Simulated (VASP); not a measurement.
Write the native input for VASP 6.6.1 that does the following.

```yaml
Task: single point
Functional: PBE
Potentials_or_basis: VASP PAW PBE potentials, release 64 (Sr_sv, Tl_d)
Cutoff: 520 eV
k_mesh: 6 × 6 × 6
Occupations: gaussian, width 0.1 eV
Spin: no spin polarisation
Dipole_correction: no
Further_INCAR_settings: ALGO = Fast; EDIFF = 1e-06; NBANDS = 52
```

The structure of Sr7Tl lies in POSCAR:

```
Sr7Tl
1.0
    8.3103163408      0.0000000289      0.0000000000
   -4.1551581954      7.1969450502      0.0000000000
    0.0000000000      0.0000000000      6.6178182000
Sr Tl
7 1
Direct
    0.4996060000      0.9992120000      0.0000000000
    0.4996060000      0.5003940000      0.0000000000
    0.0007880000      0.5003940000      0.0000000000
    0.3234450000      0.1617225000      0.5000000000
    0.8382775000      0.1617225000      0.5000000000
    0.8382775000      0.6765550000      0.5000000000
    0.3333333333      0.6666666667      0.5000000000
    0.0000000000      0.0000000000      0.0000000000
```

The cell was generated, and may not be a known phase.

The input as run:

INCAR

```
SYSTEM = Sr7Tl
PREC = Accurate ; ENCUT = 520
EDIFF = 1E-6 ; ISMEAR = 0
SIGMA = 0.1 ; LREAL = .False.
LASPH = .True. ; NELM = 100
ALGO = Fast ; ISIF = 2
LWAVE = .False. ; LCHARG = .True.
GGA = PE ; LELF = .True.
LVHAR = .True. ; NBANDS = 52
```

KPOINTS

```
Automatic mesh
0
Gamma
  6 6 6
  0 0 0
```

Potentials or basis: VASP PAW PBE potentials, release 64 (Sr_sv, Tl_d).

Command:

```sh
$ cat potpaw_PBE.64/Sr_sv/POTCAR potpaw_PBE.64/Tl_d/POTCAR > POTCAR
$ mpirun -np 1 vasp_std > vasp.out
```

Results of the run:

```
Pressure               : 0.0 GPa
Band gap on the k mesh : zero (an odd number of electrons rules out a gap without spin polarisation)
```

Caveat: spin-orbit coupling is left out, which moves the levels of the heavy elements.

Wall time 14 min on 1 thread of Intel(R) Xeon(R) Platinum 8488C (Sapphire Rapids) (shared host), peak memory 0.77 GiB.
